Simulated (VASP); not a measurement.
Here is a VASP 6.6.1 calculation.

File INCAR:

```
PREC     = Accurate       # precision mode
ENCUT    = 520            # plane-wave cutoff, eV
EDIFF    = 1E-7           # SCF threshold, eV
ISMEAR   = -1             # smearing method
SIGMA    = 0.02           # smearing width, eV
LREAL    = F              # projectors in reciprocal space
LASPH    = T              # aspherical terms in the spheres
NELM     = 100            # most SCF steps
ALGO     = Normal         # electronic algorithm
ISIF     = 2              # what is computed and relaxed
LWAVE    = F              # write WAVECAR
LCHARG   = T              # write CHGCAR
GGA      = PS             # functional
LELF     = T              # ELF
LVHAR    = T            
NBANDS   = 18             # bands
```

Contents of KPOINTS:

```
regular mesh
0
Gamma
  12 12 6
```

The input POSCAR:

```
LiF
1.0
    3.2972937043      0.0000000000      0.0000000000
   -1.6486468521      2.8555401117      0.0000000000
    0.0000000000      0.0000000000      4.0166669765
Li F
2 2
Direct
    0.3333333333      0.6666666667      0.2500000000
    0.6666666667      0.3333333333      0.7500000000
    0.6666666667      0.3333333333      0.2500000000
    0.3333333333      0.6666666667      0.7500000000
```

Potentials or basis: VASP PAW PBE potentials, release 64 (Li_sv, F).

The run is started by

```sh
$ cat potpaw_PBE.64/Li_sv/POTCAR potpaw_PBE.64/F/POTCAR > POTCAR
$ mpirun -np 1 vasp_std > vasp.out
```

**Question.** What does it give for the band gap on the k mesh?

**Answer.** 7.57 eV.

 A k mesh can miss the band edges.
